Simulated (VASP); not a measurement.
A run of VASP 6.6.1 is set up as follows.

Contents of INCAR:

```
SYSTEM = KCl
PREC     = Accurate       ! precision mode
ENCUT    = 520            ! plane-wave cutoff, eV
EDIFF    = 1E-6           ! SCF threshold, eV
ISMEAR   = 0              ! smearing method
SIGMA    = 0.02           ! smearing width, eV
LREAL    = .False.        ! projectors in reciprocal space
LASPH    = .True.         ! aspherical terms in the spheres
NELM     = 100            ! most SCF steps
ALGO     = Normal         ! electronic algorithm
ISIF     = 2              ! what is computed and relaxed
LWAVE    = .False.        ! write WAVECAR
LCHARG   = .False.        ! write CHGCAR
GGA      = PS             ! functional
NBANDS   = 15             ! bands
```

KPOINTS

```
regular mesh
0
Gamma
  6 6 6
  0 0 0
```

POSCAR

```
KCl
1.0
    0.0000000000      3.1856726570      3.1856726570
    3.1856726570      0.0000000000      3.1856726570
    3.1856726570      3.1856726570      0.0000000000
K Cl
1 1
Direct
    0.0000000000      0.0000000000      0.0000000000
    0.5000000000      0.5000000000      0.5000000000
```

Potentials or basis: VASP PAW PBE potentials, release 64 (K_sv, Cl).

Launch:

```bash
$ cat potpaw_PBE.64/K_sv/POTCAR potpaw_PBE.64/Cl/POTCAR > POTCAR
$ mpirun -np 1 vasp_std > vasp.out
```

Question: What does it give for the band gap on the k mesh?

Answer: 4.91 eV, direct.

Question: Estimate the pressure.

Answer: -0.9 GPa.

Caveat: the cell differs from its parent crystal (strained); the PAW data sets were made with another functional, which shifts forces and pressure a little.
